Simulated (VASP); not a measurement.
Set up this calculation in VASP 6.6.1, as the native input.

- Task: single point
- Functional: PBE
- Potentials or basis: VASP PAW PBE potentials, release 64 (Cs_sv, I)
- Cutoff: 500 eV
- k mesh: 6 × 6 × 6
- Occupations: gaussian, width 0.05 eV
- Spin: no spin polarisation
- Dipole correction: no
- Further INCAR settings: ALGO = Normal; EDIFF = 1e-06; NBANDS = 15

The structure of CsI lies in POSCAR:

```
CsI
1.0
    4.5667000000      0.0000000000      0.0000000000
    0.0000000000      4.5667000000      0.0000000000
    0.0000000000      0.0000000000      4.6123670000
Cs I
1 1
Direct
    0.0000000000      0.0000000000      0.0000000000
    0.5000000000      0.5000000000      0.5000000000
```

This cell differs from its parent crystal: strain +0.0100 x Voigt [0, 0, 1, 0, 0, 0].

One way to write it, as run:

INCAR

```
SYSTEM = CsI
ALGO = Normal ; EDIFF = 1E-6
ENCUT = 500 ; GGA = PE
GGA_COMPAT = .FALSE. ; ISIF = 2
ISMEAR = 0 ; LASPH = .TRUE.
LCHARG = .FALSE. ; LREAL = .FALSE.
LWAVE = .FALSE. ; NBANDS = 15
NELM = 120 ; PREC = Accurate
SIGMA = 0.05
```

KPOINTS

```
k-points
0
G
  6 6 6
  0 0 0
```

Potentials or basis: VASP PAW PBE potentials, release 64 (Cs_sv, I).

Command:

```bash
$ cat potpaw_PBE.64/Cs_sv/POTCAR potpaw_PBE.64/I/POTCAR > POTCAR
$ mpirun -np 1 vasp_std > vasp.out
```

It gave:

```yaml
Pressure: 0.7 GPa
Band_gap_on_the_k_mesh: 3.83 eV (least direct gap 3.92 eV)
```

Caveat: the cell differs from its parent crystal (strain +0.0100 x Voigt [0, 0, 1, 0, 0, 0]); spin-orbit coupling is left out, which moves the levels of the heavy elements.

It took 69 s on 1 thread of Intel Xeon 8259CL, on a shared host, peak memory 0.23 GiB.
